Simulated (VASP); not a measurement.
# K (I4/mmm) in VASP: a series of runs

The runs below take K through single point, with PBE+D3(BJ).

Everything below comes from runs of VASP 6.6.1. Logs are shortened: lines on timing, memory, paths and dates and some standing lists are left out, and cuts for length are marked.

## 1. The cell of the first run

It takes space group I4/mmm (No. 139, tetragonal). The conventional cell has a = 4.869 Å, b = 4.869 Å, c = 6.580 Å, α = 90.00°, β = 90.00°, γ = 90.00°.

## 2. Single point, PBE+D3(BJ) (strain +0.015 along x and y, -0.030 along z)

Input file INCAR:

```
SYSTEM = K
ALGO = Fast
EDIFF = 1E-7
ENCUT = 520
GGA = PE
ISIF = 2
ISMEAR = 0
IVDW = 12
LASPH = .TRUE.
LCHARG = .FALSE.
LREAL = .FALSE.
LWAVE = .FALSE.
NBANDS = 10
NELM = 80
PREC = Accurate
SIGMA = 0.15
```

Input file KPOINTS:

```
k-points
0
G
  12 12 12
  0 0 0
```

Input file POSCAR:

```
K
1.0
    0.0000000000      3.4427509103      3.2901166335
    3.4427509103      0.0000000000      3.2901166335
    3.4427509103      3.4427509103      0.0000000000
K
1
Direct
    0.0000000000      0.0000000000      0.0000000000
```

Potentials or basis: VASP PAW PBE potentials, release 64 (K_sv).

Run with:

```console
$ cat potpaw_PBE.64/K_sv/POTCAR > POTCAR
$ mpirun -np 1 vasp_std > vasp.out
```

OUTCAR:

```text
SYSTEM = K
   EDIFF = 1E-7
   ENCUT = 520
   GGA = PE
   ISIF = 2
   ISMEAR = 0
   IVDW = 12
   LASPH = .TRUE.
   LREAL = .FALSE.
   NELM = 80
   PREC = Accurate
 IVDW          = 12

 ion  position               nearest neighbor table
   1  0.000  0.000  0.000-

  LATTYP: Found a body centered tetragonal cell.
 ALAT       =     4.8687850292
 C/A-ratio  =     1.3515144389

  Lattice vectors:

 A1 = (   0.0000000000,  -3.4427509103,  -3.2901166335)
 A2 = (   0.0000000000,   3.4427509103,  -3.2901166335)
 A3 = (   3.4427509103,   0.0000000000,   3.2901166335)

Analysis of symmetry for initial positions (statically):
=====================================================================
 Subroutine PRICEL returns:
 Original cell was already a primitive cell.

 Routine SETGRP: Setting up the symmetry group for a
 body centered tetragonal supercell.

 Subroutine GETGRP returns: Found 16 space group operations
 (whereof 16 operations were pure point group operations)
 out of a pool of 16 trial point group operations.

The static configuration has the point symmetry D_4h.

Analysis of symmetry for dynamics (positions and initial velocities):
=====================================================================
 Subroutine PRICEL returns:
 Original cell was already a primitive cell.

 Routine SETGRP: Setting up the symmetry group for a
 body centered tetragonal supercell.

 Subroutine GETGRP returns: Found 16 space group operations
 (whereof 16 operations were pure point group operations)
 out of a pool of 16 trial point group operations.

The dynamic configuration has the point symmetry D_4h.

 Subroutine INISYM returns: Found 16 space group operations
 (whereof 16 operations are pure point group operations),
 and found     1 'primitive' translations

----------------------------------------------------------------------------------------

                                     Primitive cell

  volume of cell :      77.9924

  direct lattice vectors                    reciprocal lattice vectors
     0.000000000  3.442750910  3.290116633    -0.145232697  0.145232697  0.151970296
     3.442750910  0.000000000  3.290116633     0.145232697 -0.145232697  0.151970296
     3.442750910  3.442750910  0.000000000     0.145232697  0.145232697 -0.151970296

  length of vectors
     4.762079513  4.762079513  4.868785029     0.255499596  0.255499596  0.255499596

  position of ions in fractional coordinates (direct lattice)
     0.000000000  0.000000000  0.000000000

  ion indices of the primitive-cell ions
   primitive index   ion index
                 1           1

----------------------------------------------------------------------------------------

 KPOINTS: k-points

Automatic generation of k-mesh.
 Grid dimensions read from file:
 generate k-points for:   12   12   12

 Generating k-lattice:

  Cartesian coordinates                     Fractional coordinates (reciprocal lattice)
    -0.012102725  0.012102725  0.012664191     0.083333333  0.000000000  0.000000000
     0.012102725 -0.012102725  0.012664191     0.000000000  0.083333333  0.000000000
     0.012102725  0.012102725 -0.012664191     0.000000000  0.000000000  0.083333333

  Length of vectors
     0.021291633  0.021291633  0.021291633

  Shift w.r.t. Gamma in fractional coordinates (k-lattice)
     0.000000000  0.000000000  0.000000000

 Subroutine IBZKPT returns following result:
 ===========================================

 Found    163 irreducible k-points:

 Following reciprocal coordinates:
            Coordinates               Weight
  0.000000  0.000000  0.000000      1.000000
  0.083333  0.000000  0.000000      8.000000
  0.166667  0.000000  0.000000      8.000000
  0.250000  0.000000  0.000000      8.000000
  0.333333  0.000000  0.000000      8.000000
  0.416667  0.000000  0.000000      8.000000
[... 16 lines left out ...]
  0.500000  0.166667  0.000000      8.000000
 -0.416667  0.166667  0.000000      8.000000
 [... further k-points ...]
   k-points           NKPTS =    163   k-points in BZ     NKDIM =    163   number of bands    NBANDS=     10
   number of dos      NEDOS =    301   number of ions     NIONS =      1
   total plane-waves  NPLWV =  46656
   dimension x,y,z NGX =    36 NGY =   36 NGZ =   36
   dimension x,y,z NGXF=    72 NGYF=   72 NGZF=   72
   ions per type =               1
   NGX,Y,Z   is equivalent  to a cutoff of  12.57, 12.57, 12.29 a.u.
   NGXF,Y,Z  is equivalent  to a cutoff of  25.14, 25.14, 24.58 a.u.
 SYSTEM =  K
   PREC   = accura    normal or accurate (medium, high low for compatibility)
   ISTART =      0    job   : 0-new  1-cont  2-samecut
   ICHARG =      2    charge: 1-file 2-atom 10-const
   ISPIN  =      1    spin polarized calculation?
   LNONCOLLINEAR =      F non collinear calculations
   LSORBIT =      F    spin-orbit coupling
   LASPH  =      T    aspherical Exc in radial PAW
   ENCUT  =  520.0 eV  38.22 Ry    6.18 a.u.   8.85  8.85  9.05*2*pi/ulx,y,z
   NELM   =     80;   NELMIN=  2; NELMDL= -5     # of ELM steps
   EDIFF  = 0.1E-06   stopping-criterion for ELM
   LREAL  =      F    real-space projection
   EDIFFG = 0.1E-05   stopping-criterion for IOM
   NSW    =      0    number of steps for IOM
   IBRION =     -1    ionic relax: 0-MD 1-quasi-New 2-CG
   NFREE  =      0    steps in history (QN), initial steepest desc. (CG)
   ISIF   =      2    stress and relaxation
   ISYM   =      2    0-nonsym 1-usesym 2-fastsym
   POTIM  = 0.5000    time-step for ionic-motion
   TEBEG  =    0.0;   TEEND  =   0.0 temperature during run
   PSTRESS=    0.0 pullay stress
   NELECT =       9.0000    total number of electrons
   NUPDOWN=      -1.0000    fix difference up-down
   EMIN   =  10.00;   EMAX   =-10.00  energy-range for DOS
   EFERMI =   0.00;   METHOD = LEGACY
   ISMEAR =     0;   SIGMA  =   0.15  broadening in eV -4-tet -1-fermi 0-gaus
   EFERMI_NEDOS =   21; number of points for ismear=-14 and -15
   IALGO  =     68    algorithm
   IMIX   =      4    mixing-type and parameters
     AMIX     =   0.40;   BMIX     =  1.00
     AMIX_MAG =   1.60;   BMIX_MAG =  1.00
  volume/ion in A,a.u.               =      77.99       526.32
  Fermi-wavevector in a.u.,A,eV,Ry     =   0.797024  1.506157  8.643068  0.635248
  Thomas-Fermi vector in A             =   1.903661
   LORBIT       =      0    0 simple, 1 ext, 2 COOP (PROOUT), +10 PAW based schemes
   GGA     = PE    functional components
   LHFCALC =     F    Hartree Fock is set to
   AEXX    =    0.0000 exact exchange contribution
   IVDW    =    12    specifies the selected vdW correction
   LEPSILON=     F    determine dielectric tensor
   LRPA    =     F    only Hartree local field effects (RPA)
 non-spin polarized calculation
 RMM-DIIS sequential band-by-band and
 Gauss-broadening in eV      SIGMA  =   0.15
  energy-cutoff  :      520.00
  volume of cell :       77.99
 maximum number of plane-waves:      2124
   NGX = 17   NGY = 17   NGZ = 19

 number of electron       9.0000002 magnetization

 Free energy of the ion-electron system (eV)
  ---------------------------------------------------
  ext. energy  EPLUGINS =         0.00000000
  ---------------------------------------------------
  free energy    TOTEN  =        -1.05020163 eV

  energy without entropy =       -1.04178765  energy(sigma->0) =       -1.04599464

 E-fermi :  -0.2466     XC(G=0):  -5.5115

 val. band max:       -0.2655624800   @ k =  -0.4167   0.0833   0.0000
 cond. band min:      -0.2421756414   @ k =   0.5000   0.2500   0.0833
 fundamental gap:      0.0233868386
 Fermi energy:        -0.2465526722

 k-point     1 :       0.0000    0.0000    0.0000
  band No.  band energies     occupation
      1     -32.4096      2.00000
      2     -15.8635      2.00000
      3     -15.8635      2.00000
      4     -15.8635      2.00000
      5      -2.3194      2.00000
      6       3.8663      0.00000
      7       3.8663      0.00000
      8       4.0104      0.00000
      9       4.9725      0.00000
     10       5.2332      0.00000

 k-point     2 :       0.0833    0.0000    0.0000
  band No.  band energies     occupation
      1     -32.4095      2.00000
      2     -15.8672      2.00000
      3     -15.8642      2.00000
      4     -15.8639      2.00000
      5      -2.2415      2.00000
      6       3.6746      0.00000
      7       3.8916      0.00000
      8       4.0046      0.00000
      9       4.9076      0.00000
     10       5.1511      0.00000

 k-point     3 :       0.1667    0.0000    0.0000
  band No.  band energies     occupation
      1     -32.4089      2.00000
      2     -15.8771      2.00000
      3     -15.8659      2.00000
      4     -15.8650      2.00000
      5      -2.0107      2.00000
      6       3.1385      0.00000
      7       3.9225      0.00000
      8       4.0620      0.00000
      9       4.8245      0.00000
     10       5.0131      0.00000

 k-point     4 :       0.2500    0.0000    0.0000
  band No.  band energies     occupation
      1     -32.4082      2.00000
      2     -15.8906      2.00000
      3     -15.8682      2.00000
      4     -15.8664      2.00000
      5      -1.6360      2.00000
      6       2.4547      0.00000
      7       3.8605      0.00000
      8       4.0599      0.00000
      9       4.9259      0.00000
     10       5.0269      0.00000

 k-point     5 :       0.3333    0.0000    0.0000
  band No.  band energies     occupation
      1     -32.4075      2.00000
      2     -15.9040      2.00000
      3     -15.8706      2.00000
      4     -15.8678      2.00000
      5      -1.1325      2.00000
      6       1.7073      0.00000
      7       3.7280      0.00000
      8       3.9616      0.00000
      9       5.2419      0.00000
     10       5.2787      0.00000

 k-point     6 :       0.4167    0.0000    0.0000
  band No.  band energies     occupation
      1     -32.4070      2.00000
      2     -15.9138      2.00000
      3     -15.8723      2.00000
      4     -15.8689      2.00000
      5      -0.5219      1.99057
      6       0.9422      0.00000
      7       3.6186      0.00000
      8       3.8616      0.00000
      9       5.5839      0.00000
     10       5.6886      0.00000
[... 183 lines left out ...]
 k-point    21 :       0.3333    0.1667    0.0000
  band No.  band energies     occupation
      1     -32.4074      2.00000
      2     -15.8976      2.00000
      3     -15.8744      2.00000
      4     -15.8727      2.00000
      5      -1.1769      2.00000
      6       2.2326      0.00000
      7       3.4371      0.00000
      8       3.8243      0.00000
      9       4.4384      0.00000
     10       5.4820      0.00000

 k-point    22 :       0.4167    0.1667    0.0000
  band No.  band energies     occupation
      1     -32.4069      2.00000
      2     -15.9073      2.00000
      3     -15.8760      2.00000
      4     -15.8752      2.00000
      5      -0.6362      1.99976
      6       1.5448      0.00000
      7       3.2200      0.00000
      8       3.7563      0.00000
      9       4.6716      0.00000
     10       5.8058      0.00000

 k-point    23 :       0.5000    0.1667    0.0000
  band No.  band energies     occupation
      1     -32.4065      2.00000
      2     -15.9126      2.00000
      3     -15.8776      2.00000
      4     -15.8763      2.00000
      5       0.0008      0.01968
      6       0.8225      0.00000
      7       3.0917      0.00000
      8       3.7115      0.00000
      9       4.8029      0.00000
     10       5.8396      0.00000

 k-point    24 :      -0.4167    0.1667    0.0000
  band No.  band energies     occupation
      1     -32.4065      2.00000
      2     -15.9122      2.00000
      3     -15.8795      2.00000
      4     -15.8752      2.00000
      5       0.1131      0.00070
      6       0.7099      0.00000
      7       3.0115      0.00000
      8       3.7270      0.00000
      9       4.9669      0.00000
     10       5.5903      0.00000

 [... further k-points ...]

------------------------ aborting loop because EDIFF is reached ----------------------------------------

 Edisp (eV)   -0.10655

 E8    (eV) :    -0.0575

  FORCE on cell =-STRESS in cart. coord.  units (eV):
  Direction    XX          YY          ZZ          XY          YZ          ZX
  --------------------------------------------------------------------------------------
  -------------------------------------------------------------------------------------
  Total      -0.20128    -0.20128    -0.18920     0.00000     0.00000     0.00000
  in kB      -4.13488    -4.13488    -3.88678     0.00000     0.00000     0.00000
  external pressure =       -4.05 kB  Pullay stress =        0.00 kB

 VOLUME and BASIS-vectors are now :
 -----------------------------------------------------------------------------
  energy-cutoff  :      520.00
  volume of cell :       77.99
      direct lattice vectors                 reciprocal lattice vectors
     0.000000000  3.442750910  3.290116633    -0.145232697  0.145232697  0.151970296
     3.442750910  0.000000000  3.290116633     0.145232697 -0.145232697  0.151970296
     3.442750910  3.442750910  0.000000000     0.145232697  0.145232697 -0.151970296

 POSITION                                       TOTAL-FORCE (eV/Angst)
 -----------------------------------------------------------------------------------
      0.00000      0.00000      0.00000         0.000000     -0.000000      0.000000
 -----------------------------------------------------------------------------------
    total drift:                               -0.000000     -0.000000     -0.000000

  FREE ENERGIE OF THE ION-ELECTRON SYSTEM (eV)
  ---------------------------------------------------
  free  energy   TOTEN  =        -1.1567528212 eV

  energy  without entropy=       -1.1483388396  energy(sigma->0) =       -1.15254583
```

Wall time 64 s (1 thread of AMD EPYC 9R45 (Zen 5), shared host); peak memory 0.26 GiB.

What came out:

| Property | Result |
| --- | --- |
| Free energy | -1.1568 eV |
| Pressure | -0.4 GPa |
| Band gap on the k mesh | zero (an odd number of electrons rules out a gap without spin polarisation) |
| Dispersion energy per atom | -0.107 eV |

Caveat: the cell differs from its parent crystal (strain +0.015 along x and y, -0.030 along z).

## 3. Single point, PBE+D3(BJ) (strain +0.030 along x and y, -0.015 along z)

Input file INCAR:

```
SYSTEM = K
PREC     = Accurate       ! precision mode
ENCUT    = 520            ! plane-wave cutoff, eV
EDIFF    = 1E-6           ! SCF threshold, eV
ISMEAR   = 0              ! smearing method
SIGMA    = 0.15           ! smearing width, eV
LREAL    = .False.        ! projectors in reciprocal space
LASPH    = .True.         ! aspherical terms in the spheres
NELM     = 60             ! most SCF steps
ALGO     = Normal         ! electronic algorithm
ISIF     = 2              ! what is computed and relaxed
LWAVE    = .False.        ! write WAVECAR
LCHARG   = .True.         ! write CHGCAR
GGA      = PE             ! functional
IVDW     = 12             ! dispersion correction
LELF     = .True.         ! ELF
LVHAR    = .True.       
NBANDS   = 10             ! bands
```

Input file KPOINTS:

```
regular mesh
0
Gamma
  12 12 12
  0 0 0
```

Input file POSCAR:

```
K
1.0
    0.0000000000      3.4936290025      3.3409947257
    3.4936290025      0.0000000000      3.3409947257
    3.4936290025      3.4936290025      0.0000000000
K
1
Direct
    0.0000000000      0.0000000000      0.0000000000
```

Potentials or basis: VASP PAW PBE potentials, release 64 (K_sv).

Run with:

```console
$ cat potpaw_PBE.64/K_sv/POTCAR > POTCAR
$ mpirun -np 1 vasp_std > vasp.out
```

OUTCAR:

```text
SYSTEM = K
   PREC = Accurate
   ENCUT = 520
   EDIFF = 1E-6
   ISMEAR = 0
   LREAL = .False.
   LASPH = .True.
   NELM = 60
   ISIF = 2
   GGA = PE
   IVDW = 12
 IVDW          = 12

 ion  position               nearest neighbor table
   1  0.000  0.000  0.000-

  LATTYP: Found a body centered tetragonal cell.
 ALAT       =     4.9407375172
 C/A-ratio  =     1.3524275330

  Lattice vectors:

 A1 = (   0.0000000000,  -3.4936290025,  -3.3409947257)
 A2 = (   0.0000000000,   3.4936290025,  -3.3409947257)
 A3 = (   3.4936290025,   0.0000000000,   3.3409947257)

Analysis of symmetry for initial positions (statically):
=====================================================================
 Subroutine PRICEL returns:
 Original cell was already a primitive cell.

 Routine SETGRP: Setting up the symmetry group for a
 body centered tetragonal supercell.

 Subroutine GETGRP returns: Found 16 space group operations
 (whereof 16 operations were pure point group operations)
 out of a pool of 16 trial point group operations.

The static configuration has the point symmetry D_4h.

[... 162 lines left out ...]
 fundamental gap:      0.0212761829
 Fermi energy:        -0.3350220830

 k-point     1 :       0.0000    0.0000    0.0000
  band No.  band energies     occupation
      1     -32.5296      2.00000
      2     -15.9856      2.00000
      3     -15.9855      2.00000
      4     -15.9855      2.00000
      5      -2.3480      2.00000
      6       3.7329      0.00000
      7       3.7329      0.00000
      8       3.8708      0.00000
      9       4.8118      0.00000
     10       5.0617      0.00000
[... 287 lines left out ...]
 k-point    24 :      -0.4167    0.1667    0.0000
  band No.  band energies     occupation
      1     -32.5272      2.00000
      2     -16.0268      2.00000
      3     -15.9992      2.00000
      4     -15.9954      2.00000
      5       0.0169      0.00091
      6       0.6016      0.00000
      7       2.8851      0.00000
      8       3.5875      0.00000
      9       4.7292      0.00000
     10       5.4182      0.00000

 [... further k-points ...]

------------------------ aborting loop because EDIFF is reached ----------------------------------------

 Edisp (eV)   -0.10165

 E8    (eV) :    -0.0549

  FORCE on cell =-STRESS in cart. coord.  units (eV):
  Direction    XX          YY          ZZ          XY          YZ          ZX
  --------------------------------------------------------------------------------------
  -------------------------------------------------------------------------------------
  Total      -0.26361    -0.26361    -0.25120     0.00000     0.00000    -0.00000
  in kB      -5.17851    -5.17851    -4.93483     0.00000     0.00000    -0.00000
  external pressure =       -5.10 kB  Pullay stress =        0.00 kB

 VOLUME and BASIS-vectors are now :
 -----------------------------------------------------------------------------
  energy-cutoff  :      520.00
  volume of cell :       81.56
      direct lattice vectors                 reciprocal lattice vectors
     0.000000000  3.493629003  3.340994726    -0.143117658  0.143117658  0.149656028
     3.493629003  0.000000000  3.340994726     0.143117658 -0.143117658  0.149656028
     3.493629003  3.493629003  0.000000000     0.143117658  0.143117658 -0.149656028

 POSITION                                       TOTAL-FORCE (eV/Angst)
 -----------------------------------------------------------------------------------
      0.00000      0.00000      0.00000         0.000000     -0.000000      0.000000
 -----------------------------------------------------------------------------------
    total drift:                               -0.000000     -0.000000     -0.000000

  FREE ENERGIE OF THE ION-ELECTRON SYSTEM (eV)
  ---------------------------------------------------
  free  energy   TOTEN  =        -1.1467614287 eV

  energy  without entropy=       -1.1381687388  energy(sigma->0) =       -1.14246508
```

OSZICAR:

```text
N       E                     dE             d eps       ncg     rms          rms(c)
DAV:   1     0.447251014298E+02    0.44725E+02   -0.35138E+03  3260   0.678E+02
DAV:   2     0.625815253514E+00   -0.44099E+02   -0.43530E+02  3488   0.186E+02
DAV:   3    -0.982713980232E+00   -0.16085E+01   -0.15985E+01  5140   0.284E+01
DAV:   4    -0.104305842212E+01   -0.60344E-01   -0.60095E-01  4484   0.449E+00
DAV:   5    -0.104410175326E+01   -0.10433E-02   -0.10432E-02  5036   0.480E-01    0.173E+00
DAV:   6    -0.104455087499E+01   -0.44912E-03   -0.11787E-03  5050   0.218E-01    0.106E+00
DAV:   7    -0.104503550219E+01   -0.48463E-03   -0.23888E-03  5120   0.321E-01    0.490E-02
DAV:   8    -0.104510355773E+01   -0.68056E-04   -0.88724E-05  3936   0.108E-01    0.158E-02
DAV:   9    -0.104511512544E+01   -0.11568E-04   -0.15007E-05  4910   0.274E-02    0.577E-03
DAV:  10    -0.104511425366E+01    0.87178E-06   -0.18518E-06  4480   0.111E-02
   1 F= -.11467614E+01 E0= -.11424651E+01  d E =-.859269E-02
```

It took 52 s on 1 thread of AMD EPYC 9R45 (Zen 5), shared host; peak memory 0.27 GiB.

What came out:

```
Free energy                : -1.1468 eV
Pressure                   : -0.5 GPa
Band gap on the k mesh     : zero (an odd number of electrons rules out a gap without spin polarisation)
Dispersion energy per atom : -0.102 eV
```

Caveat: the cell differs from its parent crystal (strain +0.030 along x and y, -0.015 along z).
